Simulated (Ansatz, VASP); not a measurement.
Two plane-wave programs on GaSb3

```
Ga Sb
1.0
     4.88548    0.00000    0.00000
     0.00000    4.88548    0.00000
     0.00000    0.00000    4.88548
Ga Sb
1 3
Cartesian
  0.0000 0.0000 0.0000
  2.4427 0.0000 2.4427
  0.0000 2.4427 2.4427
  2.4427 2.4427 0.0000
```

Alike in both runs: task single point; functional PBEsol; k mesh 10 × 10 × 10; occupations gaussian, width 0.1 eV; no spin polarisation.

|  | VASP | Ansatz |
| --- | --- | --- |
| version | VASP 6.6.1 | Ansatz 0.2.0 |
| potentials or method | VASP PAW PBE potentials, release 64 (Ga_d, Sb), cutoff 520 eV | scalar-relativistic, plane waves, PAW |
| valence electrons in the cell | 28 | 58 |

|  | VASP | Ansatz | Ansatz less VASP |
| --- | --- | --- | --- |
| gap on the k mesh at the Fermi level (eV) | none | none | - |
| pressure (GPa) | -6.7 | -6.6 | +0.02 |

VASP's potentials were made for PBE, not for PBEsol. A gap of «none» marks a metal or a gap that the smearing closes. With one functional, cell and mesh, what is left measures potentials, basis and numerics. VASP's potentials hold 28 valence electrons a cell and Ansatz's 58, so a difference there can come from the potentials and not from the codes.

Neither program's run includes spin-orbit coupling.
